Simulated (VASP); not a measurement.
# SnSe2 (P-3m1) in VASP: further runs

Runs on SnSe2. Level: PBE. Tasks: single point.

Program: VASP 6.6.1. These are calculated values, not measurements. Logs are shortened: lines on timing, memory, paths and dates and some standing lists are left out, and cuts for length are marked.

### 1 The cell of the first run

The structure is trigonal, space group P-3m1 (No. 164). The conventional cell has a = 3.749 Å, b = 3.749 Å, c = 6.340 Å, α = 90.00°, β = 90.00°, γ = 120.00°. Sn (site symmetry -3m) has 6 Se at 2.69 Å within 3.5 Å. Se (site symmetry 3m) has 3 Sn at 2.69 Å within 3.5 Å.

### 2 Single point, PBE (epitaxial xy strain -2.0%)

File INCAR:

```
SYSTEM = SnSe2
  ALGO = Normal
  EDIFF = 1E-7
  ENCUT = 520
  GGA = PE
  ISIF = 2
  ISMEAR = -1
  LASPH = .TRUE.
  LCHARG = .FALSE.
  LREAL = .FALSE.
  LWAVE = .FALSE.
  NBANDS = 20
  NELM = 100
  PREC = Accurate
  SIGMA = 0.02
```

File KPOINTS:

```
k-points
0
G
  12 12 4
  0 0 0
```

File POSCAR:

```
SnSe2
1.0
    3.7486463338      0.0000000000      0.0000000000
   -1.8743231669      3.2464229549      0.0000000000
    0.0000000000      0.0000000000      6.3398375134
Sn Se
1 2
Direct
    0.0000000000      0.0000000000      0.0000000000
    0.3333333333      0.6666666667      0.2525492559
    0.6666666667      0.3333333333      0.7474507441
```

Potentials or basis: VASP PAW PBE potentials, release 64 (Sn_d, Se).

Started as:

```
> cat potpaw_PBE.64/Sn_d/POTCAR potpaw_PBE.64/Se/POTCAR > POTCAR
> mpirun -np 1 vasp_std > vasp.out
```

OUTCAR:

```text
SYSTEM = SnSe2
   EDIFF = 1E-7
   ENCUT = 520
   GGA = PE
   ISIF = 2
   ISMEAR = -1
   LASPH = .TRUE.
   LREAL = .FALSE.
   NELM = 100
   PREC = Accurate

 ion  position               nearest neighbor table
   1  0.000  0.000  0.000-   2 2.69   3 2.69   3 2.69   2 2.69   3 2.69   2 2.69
   2  0.333  0.667  0.253-   1 2.69   1 2.69   1 2.69
   3  0.667  0.333  0.747-   1 2.69   1 2.69   1 2.69

  LATTYP: Found a hexagonal cell.
 ALAT       =     3.7486463338
 C/A-ratio  =     1.6912338345

  Lattice vectors:

 A1 = (   3.7486463338,   0.0000000000,   0.0000000000)
 A2 = (  -1.8743231669,   3.2464229549,   0.0000000000)
 A3 = (   0.0000000000,   0.0000000000,   6.3398375134)

Analysis of symmetry for initial positions (statically):
=====================================================================
 Subroutine PRICEL returns:
 Original cell was already a primitive cell.

 Routine SETGRP: Setting up the symmetry group for a
 hexagonal supercell.

 Subroutine GETGRP returns: Found 12 space group operations
 (whereof 12 operations were pure point group operations)
 out of a pool of 24 trial point group operations.

The static configuration has the point symmetry D_3d.

Analysis of symmetry for dynamics (positions and initial velocities):
=====================================================================
 Subroutine PRICEL returns:
 Original cell was already a primitive cell.

 Routine SETGRP: Setting up the symmetry group for a
 hexagonal supercell.

 Subroutine GETGRP returns: Found 12 space group operations
 (whereof 12 operations were pure point group operations)
 out of a pool of 24 trial point group operations.

The dynamic configuration has the point symmetry D_3d.

 Subroutine INISYM returns: Found 12 space group operations
 (whereof 12 operations are pure point group operations),
 and found     1 'primitive' translations

----------------------------------------------------------------------------------------

                                     Primitive cell

  volume of cell :      77.1539

  direct lattice vectors                    reciprocal lattice vectors
     3.748646334  0.000000000  0.000000000     0.266762962  0.154015668  0.000000000
    -1.874323167  3.246422955  0.000000000     0.000000000  0.308031336  0.000000000
     0.000000000  0.000000000  6.339837513     0.000000000  0.000000000  0.157732749

  length of vectors
     3.748646334  3.748646334  6.339837513     0.308031336  0.308031336  0.157732749

  position of ions in fractional coordinates (direct lattice)
     0.000000000  0.000000000  0.000000000
     0.333333333  0.666666667  0.252549256
     0.666666667  0.333333333  0.747450744

  ion indices of the primitive-cell ions
   primitive index   ion index
                 1           1
                 2           2
                 3           3

----------------------------------------------------------------------------------------

 KPOINTS: k-points

Automatic generation of k-mesh.
 Grid dimensions read from file:
 generate k-points for:   12   12    4

 Generating k-lattice:

  Cartesian coordinates                     Fractional coordinates (reciprocal lattice)
     0.022230247  0.012834639  0.000000000     0.083333333  0.000000000  0.000000000
     0.000000000  0.025669278  0.000000000     0.000000000  0.083333333  0.000000000
     0.000000000  0.000000000  0.039433187     0.000000000  0.000000000  0.250000000

  Length of vectors
     0.025669278  0.025669278  0.039433187

  Shift w.r.t. Gamma in fractional coordinates (k-lattice)
     0.000000000  0.000000000  0.000000000

 Subroutine IBZKPT returns following result:
 ===========================================

 Found     69 irreducible k-points:

 Following reciprocal coordinates:
            Coordinates               Weight
  0.000000  0.000000  0.000000      1.000000
  0.083333 -0.000000  0.000000      6.000000
  0.166667  0.000000  0.000000      6.000000
  0.250000  0.000000  0.000000      6.000000
  0.333333  0.000000  0.000000      6.000000
  0.416667 -0.000000  0.000000      6.000000
[... 16 lines left out ...]
  0.166667  0.000000  0.250000      6.000000
  0.000000  0.166667  0.250000      6.000000
 [... further k-points ...]
   k-points           NKPTS =     69   k-points in BZ     NKDIM =     69   number of bands    NBANDS=     20
   number of dos      NEDOS =    301   number of ions     NIONS =      3
   total plane-waves  NPLWV =  37632
   dimension x,y,z NGX =    28 NGY =   28 NGZ =   48
   dimension x,y,z NGXF=    56 NGYF=   56 NGZF=   96
   ions per type =               1   2
   NGX,Y,Z   is equivalent  to a cutoff of  12.42, 12.42, 12.59 a.u.
   NGXF,Y,Z  is equivalent  to a cutoff of  24.84, 24.84, 25.17 a.u.
 SYSTEM =  SnSe2
   PREC   = accura    normal or accurate (medium, high low for compatibility)
   ISTART =      0    job   : 0-new  1-cont  2-samecut
   ICHARG =      2    charge: 1-file 2-atom 10-const
   ISPIN  =      1    spin polarized calculation?
   LNONCOLLINEAR =      F non collinear calculations
   LSORBIT =      F    spin-orbit coupling
   LASPH  =      T    aspherical Exc in radial PAW
   ENCUT  =  520.0 eV  38.22 Ry    6.18 a.u.   6.97  6.97 11.79*2*pi/ulx,y,z
   NELM   =    100;   NELMIN=  2; NELMDL= -5     # of ELM steps
   EDIFF  = 0.1E-06   stopping-criterion for ELM
   LREAL  =      F    real-space projection
   EDIFFG = 0.1E-05   stopping-criterion for IOM
   NSW    =      0    number of steps for IOM
   IBRION =     -1    ionic relax: 0-MD 1-quasi-New 2-CG
   NFREE  =      0    steps in history (QN), initial steepest desc. (CG)
   ISIF   =      2    stress and relaxation
   ISYM   =      2    0-nonsym 1-usesym 2-fastsym
   POTIM  = 0.5000    time-step for ionic-motion
   TEBEG  =    0.0;   TEEND  =   0.0 temperature during run
   PSTRESS=    0.0 pullay stress
   NELECT =      26.0000    total number of electrons
   NUPDOWN=      -1.0000    fix difference up-down
   EMIN   =  10.00;   EMAX   =-10.00  energy-range for DOS
   EFERMI =   0.00;   METHOD = LEGACY
   ISMEAR =    -1;   SIGMA  =   0.02  broadening in eV -4-tet -1-fermi 0-gaus
   EFERMI_NEDOS =   21; number of points for ismear=-14 and -15
   IALGO  =     38    algorithm
   IMIX   =      4    mixing-type and parameters
     AMIX     =   0.40;   BMIX     =  1.00
     AMIX_MAG =   1.60;   BMIX_MAG =  1.00
  volume/ion in A,a.u.               =      25.72       173.55
  Fermi-wavevector in a.u.,A,eV,Ry     =   1.139235  2.152842 17.658413  1.297857
  Thomas-Fermi vector in A             =   2.275939
   LORBIT       =      0    0 simple, 1 ext, 2 COOP (PROOUT), +10 PAW based schemes
   GGA     = PE    functional components
   LHFCALC =     F    Hartree Fock is set to
   AEXX    =    0.0000 exact exchange contribution
   IVDW    =     0    specifies the selected vdW correction
   LEPSILON=     F    determine dielectric tensor
   LRPA    =     F    only Hartree local field effects (RPA)
 non-spin polarized calculation
  energy-cutoff  :      520.00
  volume of cell :       77.15
 maximum number of plane-waves:      2106
   NGX = 13   NGY = 13   NGZ = 23

 number of electron      25.9999992 magnetization

 Free energy of the ion-electron system (eV)
  ---------------------------------------------------
  ext. energy  EPLUGINS =         0.00000000
  ---------------------------------------------------
  free energy    TOTEN  =       -11.76718149 eV

  energy without entropy =      -11.76718148  energy(sigma->0) =      -11.76718149

 E-fermi :   4.5470     XC(G=0):  -9.4696

 val. band max:        4.2360801403   @ k =   0.0833  -0.0000   0.2500
 cond. band min:       4.8330239826   @ k =   0.5000   0.0000   0.5000
 fundamental gap:      0.5969438423
 Fermi energy:         4.5470054164

 k-point     1 :       0.0000    0.0000    0.0000
  band No.  band energies     occupation
      1     -17.0745      2.00000
      2     -17.0745      2.00000
      3     -17.0262      2.00000
      4     -17.0140      2.00000
      5     -17.0140      2.00000
      6      -9.7875      2.00000
[... 12 lines left out ...]
     19      13.2955      0.00000
     20      13.2955      0.00000

 k-point     2 :       0.0833   -0.0000    0.0000
  band No.  band energies     occupation
      1     -17.0775      2.00000
      2     -17.0711      2.00000
      3     -17.0240      2.00000
      4     -17.0164      2.00000
      5     -17.0140      2.00000
      6      -9.7151      2.00000
[... 12 lines left out ...]
     19      12.5267      0.00000
     20      13.3951      0.00000

 k-point     3 :       0.1667    0.0000    0.0000
  band No.  band energies     occupation
      1     -17.0868      2.00000
      2     -17.0626      2.00000
      3     -17.0238      2.00000
      4     -17.0163      2.00000
      5     -17.0133      2.00000
      6      -9.5026      2.00000
[... 12 lines left out ...]
     19      12.4931      0.00000
     20      13.5033      0.00000

 k-point     4 :       0.2500    0.0000    0.0000
  band No.  band energies     occupation
      1     -17.1011      2.00000
      2     -17.0530      2.00000
      3     -17.0313      2.00000
      4     -17.0103      2.00000
      5     -17.0065      2.00000
      6      -9.1661      2.00000
[... 12 lines left out ...]
     19      12.6910      0.00000
     20      13.6072      0.00000

 k-point     5 :       0.3333    0.0000    0.0000
  band No.  band energies     occupation
      1     -17.1164      2.00000
      2     -17.0468      2.00000
      3     -17.0381      2.00000
      4     -17.0037      2.00000
      5     -16.9962      2.00000
      6      -8.7433      2.00000
[... 12 lines left out ...]
     19      13.3374      0.00000
     20      13.8830      0.00000

 k-point     6 :       0.4167   -0.0000    0.0000
  band No.  band energies     occupation
      1     -17.1281      2.00000
      2     -17.0445      2.00000
      3     -17.0428      2.00000
      4     -16.9966      2.00000
      5     -16.9886      2.00000
      6      -8.3161      2.00000
[... 12 lines left out ...]
     19      13.7217      0.00000
     20      14.5290      0.00000

 k-point     7 :       0.5000    0.0000    0.0000
  band No.  band energies     occupation
      1     -17.1324      2.00000
      2     -17.0444      2.00000
      3     -17.0441      2.00000
      4     -16.9937      2.00000
      5     -16.9859      2.00000
      6      -8.0894      2.00000
[... 12 lines left out ...]
     19      14.0455      0.00000
     20      14.4875      0.00000
[... 277 lines left out ...]
 k-point    20 :       0.0000    0.0000    0.2500
  band No.  band energies     occupation
      1     -17.0745      2.00000
      2     -17.0745      2.00000
      3     -17.0262      2.00000
      4     -17.0140      2.00000
      5     -17.0140      2.00000
      6      -9.7151      2.00000
[... 12 lines left out ...]
     19      13.0225      0.00000
     20      13.0228      0.00000

 k-point    21 :       0.0833   -0.0000    0.2500
  band No.  band energies     occupation
      1     -17.0775      2.00000
      2     -17.0711      2.00000
      3     -17.0239      2.00000
      4     -17.0165      2.00000
      5     -17.0140      2.00000
      6      -9.6431      2.00000
[... 12 lines left out ...]
     19      12.1994      0.00000
     20      13.3024      0.00000

 k-point    22 :       0.0000    0.0833    0.2500
  band No.  band energies     occupation
      1     -17.0775      2.00000
      2     -17.0711      2.00000
      3     -17.0239      2.00000
      4     -17.0165      2.00000
      5     -17.0140      2.00000
      6      -9.6430      2.00000
[... 12 lines left out ...]
     19      12.2983      0.00000
     20      13.0527      0.00000

 k-point    23 :       0.1667    0.0000    0.2500
  band No.  band energies     occupation
      1     -17.0868      2.00000
      2     -17.0626      2.00000
      3     -17.0238      2.00000
      4     -17.0162      2.00000
      5     -17.0133      2.00000
      6      -9.4320      2.00000
[... 12 lines left out ...]
     19      12.4701      0.00000
     20      13.3768      0.00000

 k-point    24 :       0.0000    0.1667    0.2500
  band No.  band energies     occupation
      1     -17.0868      2.00000
      2     -17.0626      2.00000
      3     -17.0238      2.00000
      4     -17.0162      2.00000
      5     -17.0133      2.00000
      6      -9.4316      2.00000
[... 12 lines left out ...]
     19      12.2630      0.00000
     20      13.3470      0.00000

 [... further k-points ...]
[... 5 lines left out ...]
  --------------------------------------------------------------------------------------
  -------------------------------------------------------------------------------------
  Total        2.6984941      2.6984941      1.5950070      0.0000000      0.0000000      0.0000000
  in kB       56.0369324     56.0369324     33.1219186      0.0000000      0.0000000      0.0000000
  external PRESSURE =      48.3985944 kB  Pullay stress =       0.0000000 kB

 VOLUME and BASIS-vectors are now :
 -----------------------------------------------------------------------------
  energy-cutoff  :      520.00
  volume of cell :       77.15
      direct lattice vectors                 reciprocal lattice vectors
     3.748646334  0.000000000  0.000000000     0.266762962  0.154015668  0.000000000
    -1.874323167  3.246422955  0.000000000     0.000000000  0.308031336  0.000000000
     0.000000000  0.000000000  6.339837513     0.000000000  0.000000000  0.157732749

 POSITION                                       TOTAL-FORCE (eV/Angst)
 -----------------------------------------------------------------------------------
      0.00000      0.00000      0.00000         0.000000      0.000000      0.000000
     -0.00000      2.16428      1.60112        -0.000000      0.000000      0.290148
      1.87432      1.08214      4.73872        -0.000000      0.000000     -0.290148
 -----------------------------------------------------------------------------------
    total drift:                               -0.000000     -0.000000     -0.000000

  FREE ENERGIE OF THE ION-ELECTRON SYSTEM (eV)
  ---------------------------------------------------
  free  energy   TOTEN  =       -11.7671814886 eV

  energy  without entropy=      -11.7671814843  energy(sigma->0) =      -11.76718149
```

It took 67 s on 1 thread of Intel Xeon Platinum 8375C at 2.90GHz (Ice Lake), shared host; peak memory 0.25 GiB.

What came out:

```
Free energy            : -11.7672 eV
Pressure               : 4.8 GPa
Largest force          : 0.290 eV/Å
Band gap on the k mesh : 0.60 eV, indirect (least direct gap 1.18 eV)
```

Forces in eV/Å, atoms in the order of the input:
```
Sn   0.000  0.000  0.000
Se   0.000  0.000  0.290
Se   0.000  0.000 -0.290
```

Stress tensor (GPa, compression positive):
```
5.60 0.00 0.00
0.00 5.60 0.00
0.00 0.00 3.31
```

Caveat: the cell differs from its parent crystal (epitaxial xy strain -2.0%); spin-orbit coupling is left out, which moves the levels of the heavy elements; this functional lacks dispersion, which binds the layers, so the pressure and a relaxed spacing across them are unreliable.

### 3 Single point, PBE (epitaxial xy strain -0.5%)

File INCAR:

```
SYSTEM = SnSe2
PREC = Accurate
ENCUT = 520
EDIFF = 1E-6
ISMEAR = -1
SIGMA = 0.02
LREAL = .FALSE.
LASPH = .TRUE.
NELM = 80
ALGO = Normal
ISIF = 2
LWAVE = .FALSE.
LCHARG = .FALSE.
GGA = PE
NBANDS = 20
```

File KPOINTS:

```
regular mesh
0
G
  12 12 4
  0 0 0
```

File POSCAR:

```
SnSe2
1.0
    3.8060235736      0.0000000000      0.0000000000
   -1.9030117868      3.2961131021      0.0000000000
    0.0000000000      0.0000000000      6.2602889770
Sn Se
1 2
Direct
    0.0000000000      0.0000000000      0.0000000000
    0.3333333333      0.6666666667      0.2528046688
    0.6666666667      0.3333333333      0.7471953312
```

Potentials or basis: VASP PAW PBE potentials, release 64 (Sn_d, Se).

Started as:

```
> cat potpaw_PBE.64/Sn_d/POTCAR potpaw_PBE.64/Se/POTCAR > POTCAR
> mpirun -np 1 vasp_std > vasp.out
```

It took 55 s on 1 thread of Intel Xeon Platinum 8375C at 2.90GHz (Ice Lake), shared host; peak memory 0.25 GiB.

It converged, with:

```
Free energy            : -11.8155 eV
Pressure               : 3.4 GPa
Largest force          : 0.276 eV/Å
Band gap on the k mesh : 0.74 eV, indirect (least direct gap 1.19 eV)
```

Forces on the atoms (eV/Å):
```
Sn   0.000  0.000  0.000
Se   0.000  0.000  0.276
Se   0.000  0.000 -0.276
```

Stress tensor (GPa, compression positive):
```
3.52 0.00 0.00
0.00 3.52 0.00
0.00 0.00 3.11
```

Levels at points of the mesh, in eV from the valence-band top:
| k point | band 11 | band 12 | band 13 | band 14 | band 15 | band 16 |
| --- | --- | --- | --- | --- | --- | --- |
| (0.00, 0.00, 0.00) | -0.23 | -0.23 | -0.16 | 1.10 | 3.15 | 4.72 |
| (0.50, 0.00, 0.00) | -2.42 | -1.25 | -0.24 | 1.19 | 3.79 | 5.37 |
| (0.00, 0.00, 0.50) | -0.60 | -0.08 | -0.08 | 2.53 | 3.07 | 4.47 |
| (0.50, 0.00, 0.50) | -2.01 | -0.81 | -0.62 | 0.74 | 4.17 | 4.73 |

Caveat: the cell differs from its parent crystal (epitaxial xy strain -0.5%); spin-orbit coupling is left out, which moves the levels of the heavy elements; this functional lacks dispersion, which binds the layers, so the pressure and a relaxed spacing across them are unreliable. A k mesh can miss the band edges.

(Part 1 of 2 ends here.)
